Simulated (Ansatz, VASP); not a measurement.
SnSe in VASP and in Ansatz

```xyz
2
Lattice="0.0000 2.9718 2.9718 2.9718 0.0000 2.9718 2.9718 2.9718 0.0000" Properties=species:S:1:pos:R:3 pbc="T T T"
Sn    0.0000    0.0000    0.0000
Se    2.9718    2.9718    2.9718
```

Alike in both runs: task single point; functional r2SCAN; k mesh 6 × 6 × 6; occupations fermi-dirac, width 0.02 eV; no spin polarisation.

```csv
,VASP,Ansatz
version,VASP 6.6.1,Ansatz 0.2.0
potentials or method,"VASP PAW PBE potentials, release 64 (Sn_d, Se)","plane waves, PAW"
plane-wave cutoff (eV),520,500
valence electrons in the cell,20,30
```

```tsv
	VASP	Ansatz	Ansatz less VASP
pressure (GPa)	1.7	1.7	-0.02
```

VASP's potentials were made for PBE, not for r2SCAN. VASP's potentials hold 20 valence electrons a cell and Ansatz's 30, so a difference there can come from the potentials and not from the codes.
